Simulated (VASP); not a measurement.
SiNi2, 6 atoms in the cell. The structure is hexagonal, space group P6_3/mmc (No. 194). The conventional cell has a = 3.759 Å, b = 3.759 Å, c = 4.750 Å, α = 90.00°, β = 90.00°, γ = 120.00°. Si (site symmetry -6m2) has 11 Ni at 2.17 to 2.47 Å within 2.9 Å. Within 3.1 Å of Ni (site symmetry -3m) lie 8 Ni at 2.38 to 2.47 Å and 6 Si at 2.47 Å. Within 2.9 Å of Ni (site symmetry -6m2) lie 5 Si at 2.17 to 2.38 Å and 6 Ni at 2.47 Å. 

| Quantity | Value |
| --- | --- |
| Program | VASP 6.6.1 |
| Task | relaxation of shape and atoms at fixed volume |
| Functional | r2SCAN |
| Potentials or basis | VASP PAW PBE potentials, release 64 (Si, Ni) |
| Cutoff | 600 eV |
| k mesh | 12 × 12 × 8 |
| Occupations | gaussian, width 0.1 eV |
| Spin | no spin polarisation |
| Dipole correction | no |
| Further INCAR settings | ALGO = Normal; EDIFF = 1e-06; IBRION = 2; EDIFFG = -0.01; NSW = 50; ISIF = 4 |

Potentials or basis: VASP PAW PBE potentials, release 64 (Si, Ni).

Command:

```bash
$ cat potpaw_PBE.64/Si/POTCAR potpaw_PBE.64/Ni/POTCAR > POTCAR
$ cp INCAR.step1 INCAR
$ mpirun -np 1 vasp_std > vasp.out
$ cp INCAR.step2 INCAR
$ mpirun -np 1 vasp_std > vasp.out
```

Hardware: 1 thread of Oxide Virtual Turin-like Processor, with other jobs on the host.

Question: Estimate the wall time of this run.

Answer: Run time: 22 min on 1 thread of Oxide Virtual Turin-like Processor, on a shared host, peak memory 0.28 GiB. Counts: k points 95, ion steps 3.
